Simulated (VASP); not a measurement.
# Al (Fm-3m) in VASP: further runs

Runs on Al. Level: r2SCAN. Tasks: single point, relaxation of cell and atoms.

Everything below comes from runs of VASP 6.6.1. Logs are shortened: lines on timing, memory, paths and dates and some standing lists are left out, and cuts for length are marked.

### 1 The cell of the first run

The structure is cubic, space group Fm-3m (No. 225). Conventional cell: a = 3.996 Å, b = 3.996 Å, c = 3.996 Å, α = 90.00°, β = 90.00°, γ = 90.00°. Al (site symmetry m-3m) has 12 Al at 2.83 Å within 3.7 Å.

### 2 Single point, r2SCAN

Contents of POSCAR:

```
Al
1.0
    0.0000000000      1.9979611085      1.9979611085
    1.9979611085      0.0000000000      1.9979611085
    1.9979611085      1.9979611085      0.0000000000
Al
1
Direct
    0.0000000000      0.0000000000      0.0000000000
```

Contents of INCAR.step1:

```
SYSTEM = Al
PREC     = Accurate       ! precision mode
ENCUT    = 550            ! plane-wave cutoff, eV
ISMEAR   = 1              ! smearing method
SIGMA    = 0.1            ! smearing width, eV
LREAL    = .False.        ! projectors in reciprocal space
LASPH    = .True.         ! aspherical terms in the spheres
NELM     = 120            ! most SCF steps
NBANDS   = 8              ! bands
GGA      = PE             ! functional
ALGO     = Normal         ! electronic algorithm
EDIFF    = 1E-5           ! SCF threshold, eV
LWAVE    = .True.         ! write WAVECAR
LCHARG   = .False.        ! write CHGCAR
GGA_COMPAT= .False.
```

Contents of INCAR.step2:

```
SYSTEM = Al
PREC     = Accurate       ! precision mode
ENCUT    = 550            ! plane-wave cutoff, eV
EDIFF    = 1E-6           ! SCF threshold, eV
ISMEAR   = 1              ! smearing method
SIGMA    = 0.1            ! smearing width, eV
LREAL    = .False.        ! projectors in reciprocal space
LASPH    = .True.         ! aspherical terms in the spheres
NELM     = 120            ! most SCF steps
ALGO     = Normal         ! electronic algorithm
ISIF     = 2              ! what is computed and relaxed
LWAVE    = .False.        ! write WAVECAR
LCHARG   = .False.        ! write CHGCAR
METAGGA  = R2SCAN         ! meta-GGA
LMIXTAU  = .True.       
NBANDS   = 8              ! bands
ISTART   = 1            
GGA_COMPAT= .False.
```

Contents of KPOINTS:

```
Automatic mesh
0
Gamma
  9 9 9
  0 0 0
```

Potentials or basis: VASP PAW PBE potentials, release 64 (Al).

Command:

```
$ cat potpaw_PBE.64/Al/POTCAR > POTCAR
$ cp INCAR.step1 INCAR
$ mpirun -np 1 vasp_std > vasp.out
$ cp INCAR.step2 INCAR
$ mpirun -np 1 vasp_std > vasp.out
```

OUTCAR:

```text
SYSTEM = Al
   PREC = Accurate
   ENCUT = 550
   EDIFF = 1E-6
   ISMEAR = 1
   LREAL = .False.
   LASPH = .True.
   NELM = 120
   ISIF = 2
   METAGGA = R2SCAN
   ISTART = 1

 ion  position               nearest neighbor table
   1  0.000  0.000  0.000-

  LATTYP: Found a face centered cubic cell.
 ALAT       =     3.9959222170

  Lattice vectors:

 A1 = (   0.0000000000,   1.9979611085,   1.9979611085)
 A2 = (   1.9979611085,   0.0000000000,   1.9979611085)
 A3 = (   1.9979611085,   1.9979611085,   0.0000000000)

Analysis of symmetry for initial positions (statically):
=====================================================================
 Subroutine PRICEL returns:
 Original cell was already a primitive cell.

 Routine SETGRP: Setting up the symmetry group for a
 face centered cubic supercell.

 Subroutine GETGRP returns: Found 48 space group operations
 (whereof 48 operations were pure point group operations)
 out of a pool of 48 trial point group operations.

The static configuration has the point symmetry O_h .

Analysis of symmetry for dynamics (positions and initial velocities):
=====================================================================
 Subroutine PRICEL returns:
 Original cell was already a primitive cell.

 Routine SETGRP: Setting up the symmetry group for a
 face centered cubic supercell.

 Subroutine GETGRP returns: Found 48 space group operations
 (whereof 48 operations were pure point group operations)
 out of a pool of 48 trial point group operations.

The dynamic configuration has the point symmetry O_h .

 Subroutine INISYM returns: Found 48 space group operations
 (whereof 48 operations are pure point group operations),
 and found     1 'primitive' translations

----------------------------------------------------------------------------------------

                                     Primitive cell

  volume of cell :      15.9511

  direct lattice vectors                    reciprocal lattice vectors
     0.000000000  1.997961108  1.997961108    -0.250255122  0.250255122  0.250255122
     1.997961108  0.000000000  1.997961108     0.250255122 -0.250255122  0.250255122
     1.997961108  1.997961108  0.000000000     0.250255122  0.250255122 -0.250255122

  length of vectors
     2.825543697  2.825543697  2.825543697     0.433454585  0.433454585  0.433454585

  position of ions in fractional coordinates (direct lattice)
     0.000000000  0.000000000  0.000000000

  ion indices of the primitive-cell ions
   primitive index   ion index
                 1           1

----------------------------------------------------------------------------------------

 KPOINTS: Automatic mesh

Automatic generation of k-mesh.
 Grid dimensions read from file:
 generate k-points for:    9    9    9

 Generating k-lattice:

  Cartesian coordinates                     Fractional coordinates (reciprocal lattice)
    -0.027806125  0.027806125  0.027806125     0.111111111  0.000000000  0.000000000
     0.027806125 -0.027806125  0.027806125     0.000000000  0.111111111  0.000000000
     0.027806125  0.027806125 -0.027806125     0.000000000  0.000000000  0.111111111

  Length of vectors
     0.048161621  0.048161621  0.048161621

  Shift w.r.t. Gamma in fractional coordinates (k-lattice)
     0.000000000  0.000000000  0.000000000

 Subroutine IBZKPT returns following result:
 ===========================================

 Found     35 irreducible k-points:

 Following reciprocal coordinates:
            Coordinates               Weight
  0.000000  0.000000  0.000000      1.000000
  0.111111  0.000000  0.000000      8.000000
  0.222222  0.000000  0.000000      8.000000
  0.333333  0.000000  0.000000      8.000000
  0.444444  0.000000  0.000000      8.000000
  0.111111  0.111111  0.000000      6.000000
[... 16 lines left out ...]
 -0.333333  0.333333  0.000000     12.000000
  0.444444  0.444444  0.000000      6.000000
 [... further k-points ...]
   k-points           NKPTS =     35   k-points in BZ     NKDIM =     35   number of bands    NBANDS=      8
   number of dos      NEDOS =    301   number of ions     NIONS =      1
   total plane-waves  NPLWV =  13824
   dimension x,y,z NGX =    24 NGY =   24 NGZ =   24
   dimension x,y,z NGXF=    48 NGYF=   48 NGZF=   48
   ions per type =               1
   NGX,Y,Z   is equivalent  to a cutoff of  14.12, 14.12, 14.12 a.u.
   NGXF,Y,Z  is equivalent  to a cutoff of  28.24, 28.24, 28.24 a.u.
 SYSTEM =  Al
   PREC   = accura    normal or accurate (medium, high low for compatibility)
   ISTART =      1    job   : 0-new  1-cont  2-samecut
   ICHARG =      0    charge: 1-file 2-atom 10-const
   ISPIN  =      1    spin polarized calculation?
   LNONCOLLINEAR =      F non collinear calculations
   LSORBIT =      F    spin-orbit coupling
   LASPH  =      T    aspherical Exc in radial PAW
   ENCUT  =  550.0 eV  40.42 Ry    6.36 a.u.   5.40  5.40  5.40*2*pi/ulx,y,z
   NELM   =    120;   NELMIN=  2; NELMDL=  0     # of ELM steps
   EDIFF  = 0.1E-05   stopping-criterion for ELM
   LREAL  =      F    real-space projection
   EDIFFG = 0.1E-04   stopping-criterion for IOM
   NSW    =      0    number of steps for IOM
   IBRION =     -1    ionic relax: 0-MD 1-quasi-New 2-CG
   NFREE  =      0    steps in history (QN), initial steepest desc. (CG)
   ISIF   =      2    stress and relaxation
   ISYM   =      2    0-nonsym 1-usesym 2-fastsym
   POTIM  = 0.5000    time-step for ionic-motion
   TEBEG  =    0.0;   TEEND  =   0.0 temperature during run
   PSTRESS=    0.0 pullay stress
   NELECT =       3.0000    total number of electrons
   NUPDOWN=      -1.0000    fix difference up-down
   EMIN   =  10.00;   EMAX   =-10.00  energy-range for DOS
   EFERMI =   0.00;   METHOD = LEGACY
   ISMEAR =     1;   SIGMA  =   0.10  broadening in eV -4-tet -1-fermi 0-gaus
   EFERMI_NEDOS =   21; number of points for ismear=-14 and -15
   IALGO  =     38    algorithm
   IMIX   =      4    mixing-type and parameters
     AMIX     =   0.40;   BMIX     =  1.00
     AMIX_MAG =   1.60;   BMIX_MAG =  1.00
  volume/ion in A,a.u.               =      15.95       107.64
  Fermi-wavevector in a.u.,A,eV,Ry     =   0.937961  1.772490 11.970015  0.879771
  Thomas-Fermi vector in A             =   2.065125
   LORBIT       =      0    0 simple, 1 ext, 2 COOP (PROOUT), +10 PAW based schemes
   METAGGA = R2SCAN    functional components
   LHFCALC =     F    Hartree Fock is set to
   AEXX    =    0.0000 exact exchange contribution
   IVDW    =     0    specifies the selected vdW correction
   LEPSILON=     F    determine dielectric tensor
   LRPA    =     F    only Hartree local field effects (RPA)
 non-spin polarized calculation
 Methfessel and Paxton  Order N= 1 SIGMA  =   0.10
  energy-cutoff  :      550.00
  volume of cell :       15.95
 maximum number of plane-waves:       489
 NGX is ok and might be reduce to    24
   NGX = 11   NGY = 11   NGZ = 11

 number of electron       3.0000000 magnetization

 Free energy of the ion-electron system (eV)
  ---------------------------------------------------
  ext. energy  EPLUGINS =         0.00000000
  ---------------------------------------------------
  free energy    TOTEN  =        -6.70185378 eV

  energy without entropy =       -6.69918391  energy(sigma->0) =       -6.70096382

 E-fermi :   8.3608     XC(G=0): -11.0314

 val. band max:        8.3580998099   @ k =  -0.3333   0.4444   0.1111
 cond. band min:       8.6637959180   @ k =  -0.4444   0.4444   0.1111
 fundamental gap:      0.3056961082
 Fermi energy:         8.3607896984

 k-point     1 :       0.0000    0.0000    0.0000
  band No.  band energies     occupation
      1      -3.7055      2.00000
      2      21.8879      0.00000
      3      21.8879      0.00000
      4      21.8879      0.00000
      5      24.0664      0.00000
      6      24.0664      0.00000
      7      24.0664      0.00000
      8      25.9838      0.00000

 k-point     2 :       0.1111    0.0000    0.0000
  band No.  band energies     occupation
      1      -3.3412      2.00000
      2      17.9774      0.00000
      3      21.1489      0.00000
      4      21.1489      0.00000
      5      24.5032      0.00000
      6      25.3670      0.00000
      7      25.3670      0.00000
      8      27.7061      0.00000

 k-point     3 :       0.2222    0.0000    0.0000
  band No.  band energies     occupation
      1      -2.2539      2.00000
      2      13.2297      0.00000
      3      20.3684      0.00000
      4      20.3684      0.00000
      5      24.0853      0.00000
      6      25.0097      0.00000
      7      25.0097      0.00000
      8      28.1423      0.00000

 k-point     4 :       0.3333    0.0000    0.0000
  band No.  band energies     occupation
      1      -0.4607      2.00000
      2       8.9201     -0.00000
      3      20.1047      0.00000
      4      20.1047      0.00000
      5      22.9384      0.00000
      6      22.9384      0.00000
      7      23.9559      0.00000
      8      27.2636      0.00000

 k-point     5 :       0.4444    0.0000    0.0000
  band No.  band energies     occupation
      1       2.0032      2.00000
      2       5.1864      2.00000
      3      20.3999      0.00000
      4      20.3999      0.00000
      5      21.4390      0.00000
      6      21.4390      0.00000
      7      24.3457      0.00000
      8      25.6644      0.00000

 k-point     6 :       0.1111    0.1111    0.0000
  band No.  band energies     occupation
      1      -3.2200      2.00000
      2      19.5116      0.00000
      3      19.5116      0.00000
      4      19.5566      0.00000
      5      23.0299      0.00000
      6      24.9966      0.00000
      7      27.1485      0.00000
      8      27.1485      0.00000

 k-point     7 :       0.2222    0.1111    0.0000
  band No.  band energies     occupation
      1      -2.3743      2.00000
      2      14.9940      0.00000
      3      18.4232      0.00000
      4      19.8999      0.00000
      5      22.1182      0.00000
      6      23.8719      0.00000
      7      27.4760      0.00000
      8      28.2143      0.00000
[... 133 lines left out ...]
 k-point    20 :       0.3333    0.3333    0.0000
  band No.  band energies     occupation
      1       0.6012      2.00000
      2      13.1071      0.00000
      3      14.9241      0.00000
      4      15.4619      0.00000
      5      15.4619      0.00000
      6      19.6151      0.00000
      7      33.1760      0.00000
      8      34.8459      0.00000

 k-point    21 :       0.4444    0.3333    0.0000
  band No.  band energies     occupation
      1       2.3472      2.00000
      2      10.6817      0.00000
      3      11.5674      0.00000
      4      15.1578      0.00000
      5      16.5268      0.00000
      6      20.9466      0.00000
      7      32.4451      0.00000
      8      34.9862      0.00000

 k-point    22 :      -0.4444    0.3333    0.0000
  band No.  band energies     occupation
      1       4.7069      2.00000
      2       7.7744      2.00000
      3       9.3181     -0.00000
      4      15.4714      0.00000
      5      17.1962      0.00000
      6      24.5608      0.00000
      7      31.1911      0.00000
      8      33.6849      0.00000

 k-point    23 :      -0.3333    0.3333    0.0000
  band No.  band energies     occupation
      1       4.7563      2.00000
      2       7.1330      2.00000
      3       8.9491     -0.00000
      4      16.4045      0.00000
      5      18.3223      0.00000
      6      28.7637      0.00000
      7      30.1893      0.00000
      8      30.4983      0.00000

 k-point    24 :       0.4444    0.4444    0.0000
  band No.  band energies     occupation
      1       3.8029      2.00000
      2       8.2453      2.06926
      3      13.9652      0.00000
      4      14.6447      0.00000
      5      14.6447      0.00000
      6      18.7448      0.00000
      7      35.3998      0.00000
      8      37.0577      0.00000

 [... further k-points ...]

------------------------ aborting loop because EDIFF is reached ----------------------------------------

  FORCE on cell =-STRESS in cart. coord.  units (eV):
  Direction    XX          YY          ZZ          XY          YZ          ZX
  --------------------------------------------------------------------------------------
  -------------------------------------------------------------------------------------
  Total       -0.0340305     -0.0340305     -0.0340305      0.0000000     -0.0000000     -0.0000000
  in kB       -3.4181278     -3.4181278     -3.4181278      0.0000000     -0.0000000     -0.0000000
  external PRESSURE =      -3.4181278 kB  Pullay stress =       0.0000000 kB

 VOLUME and BASIS-vectors are now :
 -----------------------------------------------------------------------------
  energy-cutoff  :      550.00
  volume of cell :       15.95
      direct lattice vectors                 reciprocal lattice vectors
     0.000000000  1.997961108  1.997961108    -0.250255122  0.250255122  0.250255122
     1.997961108  0.000000000  1.997961108     0.250255122 -0.250255122  0.250255122
     1.997961108  1.997961108  0.000000000     0.250255122  0.250255122 -0.250255122

 POSITION                                       TOTAL-FORCE (eV/Angst)
 -----------------------------------------------------------------------------------
      0.00000      0.00000      0.00000         0.000000      0.000000      0.000000
 -----------------------------------------------------------------------------------
    total drift:                               -0.000000     -0.000000      0.000000

  FREE ENERGIE OF THE ION-ELECTRON SYSTEM (eV)
  ---------------------------------------------------
  free  energy   TOTEN  =        -6.7018537770 eV

  energy  without entropy=       -6.6991839061  energy(sigma->0) =       -6.70096382
```

Wall time 30 s (1 thread of Intel Xeon 8259CL, shared host); peak memory 0.13 GiB.

Results:

```yaml
Free_energy: -6.7019 eV
Pressure: -0.3 GPa
Band_gap_on_the_k_mesh: zero (an odd number of electrons rules out a gap without spin polarisation)
```

Caveat: the PAW data sets were made with another functional, which shifts forces and pressure a little.

### 3 Relaxation of cell and atoms, r2SCAN

This run uses another cell than the first one, of 16.61 Å³/atom.

Contents of POSCAR:

```
Al
1.0
    0.0000000000      2.0250000000      2.0250000000
    2.0250000000      0.0000000000      2.0250000000
    2.0250000000      2.0250000000      0.0000000000
Al
1
Direct
    0.0000000000      0.0000000000      0.0000000000
```

Contents of INCAR.step1:

```
SYSTEM = Al
PREC     = Accurate       ! precision mode
ENCUT    = 550            ! plane-wave cutoff, eV
ISMEAR   = 1              ! smearing method
SIGMA    = 0.1            ! smearing width, eV
LREAL    = .FALSE.        ! projectors in reciprocal space
LASPH    = .TRUE.         ! aspherical terms in the spheres
NELM     = 120            ! most SCF steps
GGA      = PE             ! functional
ALGO     = Normal         ! electronic algorithm
EDIFF    = 1E-5           ! SCF threshold, eV
LWAVE    = .TRUE.         ! write WAVECAR
LCHARG   = .FALSE.        ! write CHGCAR
GGA_COMPAT= .FALSE.      
IBRION   = 2              ! ionic algorithm
ISIF     = 3              ! what is computed and relaxed
EDIFFG   = -0.005         ! ionic threshold
NELMIN   = 4            
NSW      = 100            ! ionic steps
```

Contents of INCAR.step2:

```
SYSTEM = Al
PREC     = Accurate       ! precision mode
ENCUT    = 550            ! plane-wave cutoff, eV
EDIFF    = 1E-7           ! SCF threshold, eV
ISMEAR   = 1              ! smearing method
SIGMA    = 0.1            ! smearing width, eV
LREAL    = .FALSE.        ! projectors in reciprocal space
LASPH    = .TRUE.         ! aspherical terms in the spheres
NELM     = 120            ! most SCF steps
ALGO     = Normal         ! electronic algorithm
ISIF     = 3              ! what is computed and relaxed
LWAVE    = .FALSE.        ! write WAVECAR
LCHARG   = .FALSE.        ! write CHGCAR
METAGGA  = R2SCAN         ! meta-GGA
LMIXTAU  = .TRUE.       
IBRION   = 2              ! ionic algorithm
NSW      = 60             ! ionic steps
EDIFFG   = -0.01          ! ionic threshold
ISTART   = 1            
GGA_COMPAT= .FALSE.      
NELMIN   = 4
```

Contents of KPOINTS:

```
regular mesh
0
G
  9 9 9
  0 0 0
```

Potentials or basis: VASP PAW PBE potentials, release 64 (Al).

Command:

```
$ cat potpaw_PBE.64/Al/POTCAR > POTCAR
$ cp INCAR.step1 INCAR
$ mpirun -np 1 vasp_std > vasp.out
$ cp INCAR.step2 INCAR
$ mpirun -np 1 vasp_std > vasp.out
```

Wall time 61 s (1 thread of Intel Xeon 8259CL, shared host); peak memory 0.14 GiB.

The run converged. Its results:

```yaml
Free_energy: -6.7019 eV
Relaxed_volume: 15.88 Å³/atom
Relaxed_cell: a = 2.821 Å, b = 2.821 Å, c = 2.821 Å, α = 60.00°, β = 60.00°, γ = 60.00°
Space_group_after_relaxing_to_0.1_Å: Fm-3m (No. 225)
Energy_gained_by_relaxing: 7.9 meV/atom
Ionic_steps: 3
Pressure_after_relaxing: 0.0 GPa
Band_gap_on_the_k_mesh: zero (an odd number of electrons rules out a gap without spin polarisation)
```

The path:
```csv
step,energy change (eV),largest force (eV/Å),pressure (GPa),volume (Å³)
1,0.0000,0.0000,-3.31,16.61
2,-0.0078,0.0000,0.44,15.80
3,-0.0079,0.0000,0.01,15.88
```

Final structure:
```
Al
1.0
     0.00000    1.99496    1.99496
     1.99496    0.00000    1.99496
     1.99496    1.99496    0.00000
Al
1
Direct
  0.00000 0.00000 0.00000
```

Levels at points of the mesh, in eV from the Fermi level:
```tsv
k point	band 1	band 2	band 3	band 4
(0.00, 0.00, 0.00)	-12.10	13.55	13.55	13.55
```

Caveat: the PAW data sets were made with another functional, which shifts forces and pressure a little.

The gap in the log of VASP goes by the Fermi energy; the results here count the filled bands.